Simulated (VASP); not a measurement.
# BeGeSb2 (P-4m2) in VASP: further runs

Runs on BeGeSb2. Level: r2SCAN. Tasks: single point.

All numbers are computed with VASP 6.6.1; they aren't measurements. Logs are shortened: lines on timing, memory, paths and dates and some standing lists are left out, and cuts for length are marked.

### 1 The cell of the first run

It takes space group P-4m2 (No. 115, tetragonal). Conventional cell: a = 4.216 Å, b = 4.216 Å, c = 5.892 Å, α = 90.00°, β = 90.00°, γ = 90.00°. Be (site symmetry -4m2) has 4 Sb at 2.47 Å within 3.3 Å. Within 3.3 Å of Sb (site symmetry 2mm) lie 2 Be at 2.47 Å and 2 Ge at 2.68 Å. Ge (site symmetry -4m2) has 4 Sb at 2.68 Å within 3.5 Å.

### 2 Single point, r2SCAN (volume changed by +3%)

The input, POSCAR:

```
BeGeSb2
1.0
    4.2158530073      0.0000000000      0.0000000000
    0.0000000000      4.2158530073      0.0000000000
    0.0000000000      0.0000000000      5.8924597605
Be Sb Ge
1 2 1
Direct
    0.0000000000      0.0000000000      0.0000000000
    0.0000000000      0.5000000000      0.2194401827
    0.5000000000      0.0000000000      0.7805598173
    0.5000000000      0.5000000000      0.5000000000
```

The input, INCAR.step1:

```
ALGO = Normal
EDIFF = 1E-4
ENCUT = 520
GGA = PE
ISMEAR = -1
LASPH = T
LCHARG = F
LREAL = F
LWAVE = T
NBANDS = 21
NELM = 100
PREC = Accurate
SIGMA = 0.02
```

The input, INCAR.step2:

```
ALGO = Normal
EDIFF = 1E-7
ENCUT = 520
ISIF = 2
ISMEAR = -1
ISTART = 1
LASPH = T
LCHARG = T
LELF = T
LMIXTAU = T
LREAL = F
LVHAR = T
LWAVE = F
METAGGA = R2SCAN
NBANDS = 21
NELM = 100
PREC = Accurate
SIGMA = 0.02
```

The input, KPOINTS:

```
k-points
0
Gamma
  6 6 4
```

Potentials or basis: VASP PAW PBE potentials, release 64 (Be, Sb, Ge_d).

Command:

```bash
> cat potpaw_PBE.64/Be/POTCAR potpaw_PBE.64/Sb/POTCAR potpaw_PBE.64/Ge_d/POTCAR > POTCAR
> cp INCAR.step1 INCAR
> mpirun -np 1 vasp_std > vasp.out
> cp INCAR.step2 INCAR
> mpirun -np 1 vasp_std > vasp.out
```

OUTCAR:

```text
EDIFF = 1E-7
   ENCUT = 520
   ISIF = 2
   ISMEAR = -1
   ISTART = 1
   LASPH = T
   LREAL = F
   METAGGA = R2SCAN
   NELM = 100
   PREC = Accurate

 ion  position               nearest neighbor table
   1  0.000  0.000  0.000-   2 2.47   3 2.47   2 2.47   3 2.47
   2  0.000  0.500  0.219-   1 2.47   1 2.47   4 2.68   4 2.68
   3  0.500  0.000  0.781-   1 2.47   1 2.47   4 2.68   4 2.68
   4  0.500  0.500  0.500-   2 2.68   3 2.68   3 2.68   2 2.68

  LATTYP: Found a simple tetragonal cell.
 ALAT       =     4.2158530073
 C/A-ratio  =     1.3976909893

  Lattice vectors:

 A1 = (   4.2158530073,   0.0000000000,   0.0000000000)
 A2 = (   0.0000000000,   4.2158530073,   0.0000000000)
 A3 = (   0.0000000000,   0.0000000000,   5.8924597605)

Analysis of symmetry for initial positions (statically):
=====================================================================
 Subroutine PRICEL returns:
 Original cell was already a primitive cell.

 Routine SETGRP: Setting up the symmetry group for a
 simple tetragonal supercell.

 Subroutine GETGRP returns: Found  8 space group operations
 (whereof  8 operations were pure point group operations)
 out of a pool of 16 trial point group operations.

The static configuration has the point symmetry D_2d.

Analysis of symmetry for dynamics (positions and initial velocities):
=====================================================================
 Subroutine PRICEL returns:
 Original cell was already a primitive cell.

 Routine SETGRP: Setting up the symmetry group for a
 simple tetragonal supercell.

 Subroutine GETGRP returns: Found  8 space group operations
 (whereof  8 operations were pure point group operations)
 out of a pool of 16 trial point group operations.

The dynamic configuration has the point symmetry D_2d.

 Subroutine INISYM returns: Found  8 space group operations
 (whereof  8 operations are pure point group operations),
 and found     1 'primitive' translations

----------------------------------------------------------------------------------------

                                     Primitive cell

  volume of cell :     104.7291

  direct lattice vectors                    reciprocal lattice vectors
[... 81 lines left out ...]
 SYSTEM =  unknown system
   PREC   = accura    normal or accurate (medium, high low for compatibility)
   ISTART =      1    job   : 0-new  1-cont  2-samecut
   ICHARG =      0    charge: 1-file 2-atom 10-const
   ISPIN  =      1    spin polarized calculation?
   LNONCOLLINEAR =      F non collinear calculations
   LSORBIT =      F    spin-orbit coupling
   LASPH  =      T    aspherical Exc in radial PAW
   ENCUT  =  520.0 eV  38.22 Ry    6.18 a.u.   7.84  7.84 10.96*2*pi/ulx,y,z
   NELM   =    100;   NELMIN=  2; NELMDL=  0     # of ELM steps
   EDIFF  = 0.1E-06   stopping-criterion for ELM
   LREAL  =      F    real-space projection
   EDIFFG = 0.1E-05   stopping-criterion for IOM
   NSW    =      0    number of steps for IOM
   IBRION =     -1    ionic relax: 0-MD 1-quasi-New 2-CG
   NFREE  =      0    steps in history (QN), initial steepest desc. (CG)
   ISIF   =      2    stress and relaxation
   ISYM   =      2    0-nonsym 1-usesym 2-fastsym
   POTIM  = 0.5000    time-step for ionic-motion
   TEBEG  =    0.0;   TEEND  =   0.0 temperature during run
   PSTRESS=    0.0 pullay stress
   NELECT =      26.0000    total number of electrons
   NUPDOWN=      -1.0000    fix difference up-down
   EMIN   =  10.00;   EMAX   =-10.00  energy-range for DOS
   EFERMI =   0.00;   METHOD = LEGACY
   ISMEAR =    -1;   SIGMA  =   0.02  broadening in eV -4-tet -1-fermi 0-gaus
   EFERMI_NEDOS =   21; number of points for ismear=-14 and -15
   IALGO  =     38    algorithm
   IMIX   =      4    mixing-type and parameters
     AMIX     =   0.40;   BMIX     =  1.00
     AMIX_MAG =   1.60;   BMIX_MAG =  1.00
  volume/ion in A,a.u.               =      26.18       176.69
  Fermi-wavevector in a.u.,A,eV,Ry     =   1.028909  1.944355 14.403845  1.058653
  Thomas-Fermi vector in A             =   2.162929
   LORBIT       =      0    0 simple, 1 ext, 2 COOP (PROOUT), +10 PAW based schemes
   METAGGA = R2SCAN    functional components
   LHFCALC =     F    Hartree Fock is set to
   AEXX    =    0.0000 exact exchange contribution
   IVDW    =     0    specifies the selected vdW correction
   LEPSILON=     F    determine dielectric tensor
   LRPA    =     F    only Hartree local field effects (RPA)
 non-spin polarized calculation
  energy-cutoff  :      520.00
  volume of cell :      104.73
 maximum number of plane-waves:      2840
 NGX is ok and might be reduce to    32
   NGX = 15   NGY = 15   NGZ = 21

 number of electron      26.0000015 magnetization

 Free energy of the ion-electron system (eV)
  ---------------------------------------------------
  ext. energy  EPLUGINS =         0.00000000
  ---------------------------------------------------
  free energy    TOTEN  =       -69.53876001 eV

  energy without entropy =      -69.53812812  energy(sigma->0) =      -69.53844407

 E-fermi :   4.8413     XC(G=0):  -9.5626

 val. band max:        4.8194148145   @ k =   0.1667   0.0000   0.0000
 cond. band min:       4.9747290474   @ k =   0.0000   0.0000   0.0000
 fundamental gap:      0.1553142329
 Fermi energy:         4.8413276213

 k-point     1 :       0.0000    0.0000    0.0000
  band No.  band energies     occupation
      1     -20.6259      2.00000
      2     -20.6249      2.00000
      3     -20.6249      2.00000
      4     -20.6093      2.00000
      5     -20.6043      2.00000
      6      -7.4356      2.00000
[... 565 lines left out ...]
     20      11.6908      0.00000
     21      12.4863      0.00000

 [... further k-points ...]
[... 5 lines left out ...]
  --------------------------------------------------------------------------------------
  -------------------------------------------------------------------------------------
  Total       -0.9371399     -0.9371399     -0.9912641      0.0000000      0.0000000      0.0000000
  in kB      -14.3366424    -14.3366424    -15.1646501      0.0000000      0.0000000      0.0000000
  external PRESSURE =     -14.6126450 kB  Pullay stress =       0.0000000 kB

 VOLUME and BASIS-vectors are now :
 -----------------------------------------------------------------------------
  energy-cutoff  :      520.00
  volume of cell :      104.73
      direct lattice vectors                 reciprocal lattice vectors
     4.215853007  0.000000000  0.000000000     0.237199921  0.000000000  0.000000000
     0.000000000  4.215853007  0.000000000     0.000000000  0.237199921  0.000000000
     0.000000000  0.000000000  5.892459761     0.000000000  0.000000000  0.169708414

 POSITION                                       TOTAL-FORCE (eV/Angst)
 -----------------------------------------------------------------------------------
      0.00000      0.00000      0.00000         0.000000     -0.000000      0.000000
      0.00000      2.10793      1.29304        -0.000000     -0.000000      0.036925
      2.10793      0.00000      4.59942         0.000000     -0.000000     -0.036925
      2.10793      2.10793      2.94623         0.000000      0.000000      0.000000
 -----------------------------------------------------------------------------------
    total drift:                                0.000000      0.000000     -0.000000

  FREE ENERGIE OF THE ION-ELECTRON SYSTEM (eV)
  ---------------------------------------------------
  free  energy   TOTEN  =       -69.5387600149 eV

  energy  without entropy=      -69.5381281217  energy(sigma->0) =      -69.53844407
```

OUTCAR.step1:

```text
EDIFF = 1E-4
   ENCUT = 520
   GGA = PE
   ISMEAR = -1
   LASPH = T
[... 804 lines left out ...]
      0.00000      0.00000      0.00000         0.000000     -0.000000      0.000000
      0.00000      2.10793      1.29304         0.000000     -0.000000     -0.172917
      2.10793      0.00000      4.59942         0.000000     -0.000000      0.172917
      2.10793      2.10793      2.94623        -0.000000      0.000000      0.000000
 -----------------------------------------------------------------------------------
    total drift:                                0.000000      0.000000     -0.000000

  FREE ENERGIE OF THE ION-ELECTRON SYSTEM (eV)
  ---------------------------------------------------
  free  energy   TOTEN  =       -16.3447837572 eV

  energy  without entropy=      -16.3438638687  energy(sigma->0) =      -16.34432381
```

OSZICAR.step1:

```text
N       E                     dE             d eps       ncg     rms          rms(c)
DAV:   1     0.178821245649E+03    0.17882E+03   -0.11448E+04  1413   0.174E+03
DAV:   2     0.788414543140E+01   -0.17094E+03   -0.16460E+03  1435   0.487E+02
DAV:   3    -0.157494603202E+02   -0.23634E+02   -0.23440E+02  1563   0.112E+02
DAV:   4    -0.166968124516E+02   -0.94735E+00   -0.94677E+00  1509   0.248E+01
DAV:   5    -0.167189336545E+02   -0.22121E-01   -0.22121E-01  1540   0.428E+00    0.485E+00
DAV:   6    -0.164014035799E+02    0.31753E+00   -0.40379E-01  1476   0.328E+00    0.278E+00
DAV:   7    -0.163442560360E+02    0.57148E-01   -0.28902E-01  1499   0.222E+00    0.805E-01
DAV:   8    -0.163437817666E+02    0.47427E-03   -0.27870E-02  1459   0.948E-01    0.134E-01
DAV:   9    -0.163444335851E+02   -0.65182E-03   -0.29894E-03  1443   0.333E-01    0.601E-02
DAV:  10    -0.163446985052E+02   -0.26492E-03   -0.46712E-04  1477   0.102E-01    0.300E-02
DAV:  11    -0.163447837572E+02   -0.85252E-04   -0.10445E-04  1215   0.700E-02
   1 F= -.16344784E+02 E0= -.16344324E+02  d E =-.919889E-03
```

It took 2.5 min on 1 thread of Intel Xeon Platinum 8488C (Sapphire Rapids), shared host; peak memory 0.26 GiB.

Results:

* Free energy: -69.5388 eV
* Pressure: -1.5 GPa
* Largest force: 0.037 eV/Å
* Band gap on the k mesh: zero (band 13 reaches 4.97 eV, above the bottom of band 14 at 4.62 eV)

Forces on the atoms (eV/Å):
```
Be   0.000  0.000  0.000
Sb   0.000  0.000  0.037
Sb   0.000  0.000 -0.037
Ge   0.000  0.000  0.000
```

Stress tensor (GPa, compression positive):
```
-1.43  0.00  0.00
 0.00 -1.43  0.00
 0.00  0.00 -1.52
```

Levels at points of the mesh, in eV from the Fermi level:
| k point | band 11 | band 12 | band 13 | band 14 | band 15 | band 16 |
| --- | --- | --- | --- | --- | --- | --- |
| (0.00, 0.00, 0.00) | -0.24 | 0.13 | 0.13 | 0.21 | 1.79 | 2.66 |
| (0.50, 0.00, 0.00) | -3.07 | -1.73 | -0.97 | 1.76 | 3.50 | 3.96 |
| (0.50, 0.50, 0.00) | -2.81 | -2.81 | -1.94 | -0.23 | 1.40 | 1.40 |
| (0.00, 0.00, 0.50) | -2.07 | -1.62 | -1.62 | 1.24 | 1.37 | 3.66 |
| (0.50, 0.00, 0.50) | -1.60 | -0.90 | -0.76 | -0.18 | 2.78 | 3.12 |
| (0.50, 0.50, 0.50) | -3.45 | -3.45 | -2.78 | 3.17 | 4.10 | 4.19 |

Caveat: the PAW data sets were made with another functional, which shifts forces and pressure a little; spin-orbit coupling is left out, which moves the levels of the heavy elements.

### 3 Single point, r2SCAN (volume changed by +6%)

The input, POSCAR:

```
BeGeSb2
1.0
    4.2563925423      0.0000000000      0.0000000000
    0.0000000000      4.2563925423      0.0000000000
    0.0000000000      0.0000000000      5.9491215033
Be Sb Ge
1 2 1
Direct
    0.0000000000      0.0000000000      0.0000000000
    0.0000000000      0.5000000000      0.2194401827
    0.5000000000      0.0000000000      0.7805598173
    0.5000000000      0.5000000000      0.5000000000
```

The input, INCAR.step1:

```
ALGO     = Normal         # electronic algorithm
EDIFF    = 1E-4           # SCF threshold, eV
ENCUT    = 520            # plane-wave cutoff, eV
GGA      = PE             # functional
ISMEAR   = -1             # smearing method
LASPH    = T              # aspherical terms in the spheres
LCHARG   = F              # write CHGCAR
LREAL    = F              # projectors in reciprocal space
LWAVE    = T              # write WAVECAR
NBANDS   = 21             # bands
NELM     = 60             # most SCF steps
PREC     = Accurate       # precision mode
SIGMA    = 0.02           # smearing width, eV
```

The input, INCAR.step2:

```
ALGO     = Normal         # electronic algorithm
EDIFF    = 1E-6           # SCF threshold, eV
ENCUT    = 520            # plane-wave cutoff, eV
ISIF     = 2              # what is computed and relaxed
ISMEAR   = -1             # smearing method
ISTART   = 1            
LASPH    = T              # aspherical terms in the spheres
LCHARG   = T              # write CHGCAR
LELF     = T              # ELF
LMIXTAU  = T            
LREAL    = F              # projectors in reciprocal space
LVHAR    = T            
LWAVE    = F              # write WAVECAR
METAGGA  = R2SCAN         # meta-GGA
NBANDS   = 21             # bands
NELM     = 60             # most SCF steps
PREC     = Accurate       # precision mode
SIGMA    = 0.02           # smearing width, eV
```

KPOINTS is that of step 2.

Potentials or basis: VASP PAW PBE potentials, release 64 (Be, Sb, Ge_d).

Command:

```bash
> cat potpaw_PBE.64/Be/POTCAR potpaw_PBE.64/Sb/POTCAR potpaw_PBE.64/Ge_d/POTCAR > POTCAR
> cp INCAR.step1 INCAR
> mpirun -np 1 vasp_std > vasp.out
> cp INCAR.step2 INCAR
> mpirun -np 1 vasp_std > vasp.out
```

Wall time 2.3 min (1 thread of Intel Xeon Platinum 8488C (Sapphire Rapids), shared host); peak memory 0.27 GiB.

Results (log left out):

```yaml
Free_energy: -69.4971 eV
Pressure: -2.9 GPa
Largest_force: 0.077 eV/Å
Band_gap_on_the_k_mesh: zero (band 13 reaches 4.68 eV, above the bottom of band 14 at 4.32 eV)
```

Forces in eV/Å, atoms in the order of the input:
```
Be   0.000  0.000  0.000
Sb   0.000  0.000  0.077
Sb   0.000  0.000 -0.077
Ge   0.000  0.000  0.000
```

Stress tensor (GPa, compression positive):
```
-2.85  0.00  0.00
 0.00 -2.85  0.00
 0.00  0.00 -2.99
```

Levels at points of the mesh, in eV from the Fermi level:
| k point | band 9 | band 10 | band 11 | band 12 | band 13 | band 14 | band 15 | band 16 | band 17 | band 18 |
| --- | --- | --- | --- | --- | --- | --- | --- | --- | --- | --- |
| (0.00, 0.00, 0.00) | -2.78 | -2.78 | -0.25 | 0.13 | 0.13 | 0.14 | 1.82 | 2.65 | 2.65 | 2.93 |
| (0.50, 0.00, 0.00) | -3.96 | -3.74 | -2.97 | -1.68 | -0.94 | 1.71 | 3.48 | 3.90 | 4.14 | 5.06 |
| (0.50, 0.50, 0.00) | -4.79 | -3.27 | -2.71 | -2.71 | -1.87 | -0.19 | 1.44 | 1.44 | 3.01 | 8.14 |
| (0.00, 0.00, 0.50) | -2.81 | -2.00 | -2.00 | -1.55 | -1.55 | 1.24 | 1.39 | 3.64 | 3.98 | 4.92 |
| (0.50, 0.00, 0.50) | -5.26 | -1.57 | -1.56 | -0.87 | -0.74 | -0.23 | 2.70 | 3.10 | 3.85 | 4.03 |
| (0.50, 0.50, 0.50) | -4.50 | -4.22 | -3.32 | -3.32 | -2.66 | 3.06 | 4.08 | 4.13 | 4.13 | 5.62 |

Caveat: the PAW data sets were made with another functional, which shifts forces and pressure a little; spin-orbit coupling is left out, which moves the levels of the heavy elements.
